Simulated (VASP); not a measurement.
A run of VASP 6.6.1 is set up as follows.

File INCAR:

```
PREC = Accurate
ENCUT = 520
EDIFF = 1E-7
ISMEAR = 0
SIGMA = 0.05
LREAL = Auto
LASPH = True
NELM = 100
ALGO = Normal
ISIF = 2
LWAVE = False
LCHARG = True
LELF = True
LVHAR = True
NBANDS = 163
```

File KPOINTS:

```
Automatic mesh
0
Gamma
  1 1 1
```

Contents of POSCAR:

```
Si
1.0
   10.8600000000      0.0000000000      0.0000000000
    0.0000000000     10.8600000000      0.0000000000
    0.0000000000      0.0000000000     10.8600000000
Si
63
Direct
    0.4998319535      0.0001699222      0.0004959213
    0.6252402183      0.1251633038      0.1254504440
    0.7498335861      0.2496576819      0.0003576333
    0.8765753344      0.3753919026      0.1259206395
    0.7503939895      0.0000924129      0.2507395033
    0.8749981403      0.1248469733      0.3753572715
    0.0006753134     -0.0002098083      0.0007611222
    0.1250038001      0.1247747011      0.1256161268
    0.2505365829      0.2494796337      0.0003473606
    0.3755999570      0.3749805228      0.1251245973
    0.5005477579      0.4997734950      0.0008135328
    0.6261068080      0.6266235121      0.1265242562
    0.7506795744      0.7494375854      0.0001834634
    0.8738367494      0.8739387297      0.1261491866
    0.2496294091     -0.0009398487      0.2497270918
    0.3751020904      0.1246984413      0.3747850177
    0.5006347251      0.2504528315      0.2500360384
    0.6258757589      0.3757241960      0.3777535830
    0.7482061217      0.4975997982      0.2488275809
    0.5007090489     -0.0002620502      0.5007941830
    0.6252868312      0.1247004611      0.6252701517
    0.7508113115      0.2492279990      0.5002580957
    0.8737416034      0.3762643678      0.6237525406
    0.7495436946     -0.0010118989      0.7497736690
    0.8753092633      0.1246998351      0.8747029458
   -0.0004294739      0.5003635875      0.0001213789
    0.1240457385      0.6232112498      0.1266049054
    0.2496963072      0.7498597584      0.0007176273
    0.3747483277      0.8743355322      0.1250778456
   -0.0001712577      0.2496237013      0.2510426375
    0.1235446957      0.3765144531      0.3743263195
    0.2505710347      0.4998512903      0.2507625882
    0.3749595533      0.6248579199      0.3753372417
    0.4996561197      0.7497361328      0.2510359042
    0.6267724855      0.8732858443      0.3742015365
   -0.0004077562      0.0006620492      0.5002548519
    0.1249687484      0.1251326098      0.6253752590
    0.2495303762      0.2499139382      0.5006475665
    0.3746298590      0.3746693845      0.6247573626
    0.4992537020      0.5004892695      0.5002749998
    0.6264455162      0.6231600922      0.6242139956
    0.7500740987      0.7493640113      0.5007299097
    0.8767441473      0.8731950521      0.6237218220
    0.2504492202     -0.0001469796      0.7505890735
    0.3751755218      0.1248174068      0.8753892106
    0.4998841321      0.2498596984      0.7506525038
    0.6251475953      0.3748776224      0.8760930050
    0.7504051196      0.4998411093      0.7511562482
    0.8749402878      0.6248547911      0.8755133318
    0.0015320221      0.7513696130      0.2497486190
    0.1242858266      0.8740504238      0.3776245656
   -0.0001006814      0.5007353756      0.5004681887
    0.1238910715      0.6265538238      0.6242636580
    0.2509049637      0.7493716087      0.5002796318
    0.3756580963      0.8747494668      0.6248638777
    0.0008164356      0.2507499585      0.7500535026
    0.1249676871      0.3750721009      0.8757717176
    0.2495156682      0.4989676726      0.7498765800
    0.3750513518      0.6246763178      0.8749358575
    0.5007697112      0.7506324453      0.7501401595
    0.6253437707      0.8747591421      0.8756990319
   -0.0000908817      0.7497122580      0.7513006103
    0.1251090363      0.8747891678      0.8760472186
```

Potentials or basis: VASP PAW LDA potentials, release 64 (Si).

The run is started by

```sh
$ cat potpaw_LDA.64/Si/POTCAR > POTCAR
$ mpirun -np 1 vasp_gam > vasp.out
```

(1) Estimate the pressure.

(2) Estimate the largest force.

Results:

(1) -1.2 GPa.

(2) 0.037 eV/Å.

Caveat: the k points lie up to 0.58 Å⁻¹ apart.
